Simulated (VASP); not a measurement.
**ZrS: single point with r2SCAN**

Crystal: ZrS.

```xyz
2
Lattice="0.0000 2.6250 2.6250 2.6250 0.0000 2.6250 2.6250 2.6250 0.0000" Properties=species:S:1:pos:R:3 pbc="T T T"
Zr    0.0000    0.0000    0.0000
S     2.6250    2.6250    2.6250
```

- Program: VASP 6.6.1
- Task: single point
- Functional: r2SCAN
- Potentials or basis: VASP PAW PBE potentials, release 64 (Zr_sv, S)
- Cutoff: 520 eV
- k mesh: 12 × 12 × 12
- Occupations: gaussian, width 0.1 eV
- Spin: no spin polarisation
- Dipole correction: no
- Further INCAR settings: ALGO = Normal; EDIFF = 1e-07; NBANDS = 16

* Pressure: -2.0 GPa
* Band gap on the k mesh: zero (band 9 reaches 12.43 eV, above the bottom of band 10 at 9.52 eV)

Levels at points of the mesh, in eV from the Fermi level:
| k point | band 5 | band 6 | band 7 | band 8 | band 9 | band 10 | band 11 | band 12 | band 13 | band 14 |
| --- | --- | --- | --- | --- | --- | --- | --- | --- | --- | --- |
| (0.00, 0.00, 0.00) | -16.78 | -3.97 | -3.97 | -3.97 | -1.40 | -1.40 | -1.40 | -0.66 | -0.66 | 2.35 |
| (0.50, 0.00, 0.00) | -15.20 | -8.48 | -6.42 | -6.42 | 1.52 | 1.52 | 1.87 | 2.11 | 5.80 | 5.80 |
| (0.50, 0.50, 0.00) | -15.92 | -6.74 | -4.94 | -4.94 | -3.50 | 0.56 | 2.41 | 2.41 | 3.07 | 3.58 |

Run time: 62 s on 1 thread of Intel(R) Xeon(R) 6975P-C (Granite Rapids), on a shared host, peak memory 0.19 GiB.

Caveat: the PAW data sets were made with another functional, which shifts forces and pressure a little.
